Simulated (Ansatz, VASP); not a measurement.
## AlN in VASP and in Ansatz

```xyz
2
Lattice="0.0000 2.0223 2.0223 2.0223 0.0000 2.0223 2.0223 2.0223 0.0000" Properties=species:S:1:pos:R:3 pbc="T T T"
Al    2.0223    2.0223    2.0223
N     0.0000    0.0000    0.0000
```

Alike in both runs: task single point; functional PBEsol; k mesh 10 × 10 × 10; occupations gaussian, width 0.02 eV; no spin polarisation.

|  | VASP | Ansatz |
| --- | --- | --- |
| version | VASP 6.6.1 | Ansatz 0.2.0 |
| potentials or method | VASP PAW PBE potentials, release 64 (Al, N), cutoff 600 eV | scalar-relativistic, plane waves, PAW |
| valence electrons in the cell | 8 | 8 |

Ansatz gave:

| Item | Value |
| --- | --- |
| gap on the k mesh at the Fermi level (eV) | 4.55 |
| least direct gap on the mesh (eV) | 5.64 |
| pressure (GPa) | 0.0 |

Problem. Estimate VASP's values.

Solution. gap on the k mesh at the Fermi level (eV): 4.55; least direct gap on the mesh (eV): 5.66; pressure (GPa): -0.1.

VASP's potentials were made for PBE, not for PBEsol, and Ansatz warns of the same on its side.
